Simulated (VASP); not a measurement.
Here is a VASP 6.6.1 calculation.

The input INCAR:

```
ALGO = Normal
EDIFF = 1E-6
ENCUT = 520
GGA = CA
ISIF = 2
ISMEAR = 1
LASPH = True
LCHARG = True
LELF = True
LREAL = False
LVHAR = True
LWAVE = False
NBANDS = 8
NELM = 80
PREC = Accurate
SIGMA = 1.0
```

KPOINTS

```
k-points
0
Gamma
  14 14 14
```

POSCAR

```
Al
1.0
    0.0000000000      1.9916090303      1.9916090303
    1.9916090303      0.0000000000      1.9916090303
    1.9916090303      1.9916090303      0.0000000000
Al
1
Direct
    0.0000000000      0.0000000000      0.0000000000
```

Potentials or basis: VASP PAW LDA potentials, release 64 (Al).

Run with:

```bash
$ cat potpaw_LDA.64/Al/POTCAR > POTCAR
$ mpirun -np 1 vasp_std > vasp.out
```

**Question.** Estimate the pressure.

**Answer.** 0.1 GPa.
